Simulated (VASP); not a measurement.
# LuSb5: single point with PBE

Crystal: LuSb5.

```
Lu Sb
1.0
     5.73321    0.00000    0.00000
    -2.86661    4.96511    0.00000
     0.00000    0.00000    6.00703
Lu Sb
1 5
Cartesian
  0.0000 0.0000 3.0035
  2.8666 0.0000 0.0000
  -1.4333 2.4826 0.0000
  1.4333 2.4826 0.0000
  0.0000 3.3101 3.0035
  2.8666 1.6550 3.0035
```

The cell was generated, and may not be a known phase.

```json
{"Program": "VASP 6.6.1", "Task": "single point", "Functional": "PBE", "Potentials or basis": "VASP PAW PBE potentials, release 64 (Lu, Sb)", "Cutoff": "520 eV", "k mesh": "6 × 6 × 4", "Occupations": "gaussian, width 0.1 eV", "Spin": "no spin polarisation"}
```

```yaml
Pressure: 5.5 GPa
Band_gap_on_the_k_mesh: zero (bands 25 and 26 overlap by 0.60 eV)
```

Stress tensor (GPa, compression positive):
```
 9.41  0.00  0.00
 0.00  9.41  0.00
 0.00  0.00 -2.33
```

Levels at points of the mesh, in eV from the Fermi level:
| k point | band 22 | band 23 | band 24 | band 25 | band 26 | band 27 | band 28 | band 29 |
| --- | --- | --- | --- | --- | --- | --- | --- | --- |
| (0.00, 0.00, 0.00) | -2.93 | -0.89 | -0.34 | -0.32 | -0.32 | 0.26 | 0.26 | 1.10 |
| (0.50, 0.00, 0.00) | -1.00 | -0.99 | -0.67 | -0.38 | 0.06 | 0.99 | 1.37 | 1.96 |
| (0.00, 0.00, 0.50) | -2.44 | -1.44 | -0.62 | -0.62 | 0.90 | 1.28 | 1.43 | 1.80 |
| (0.50, 0.00, 0.50) | -0.41 | -0.22 | -0.22 | -0.14 | -0.12 | -0.10 | 0.42 | 0.84 |

Run time: 2.8 min on 1 thread of Intel(R) Xeon(R) Platinum 8259CL CPU @ 2.50GHz (Skylake/Cascade Lake), with other jobs on the host, peak memory 0.39 GiB.

Caveat: the stress differs along the axes, from -2 to 9 GPa; spin-orbit coupling is left out, which moves the levels of the heavy elements.
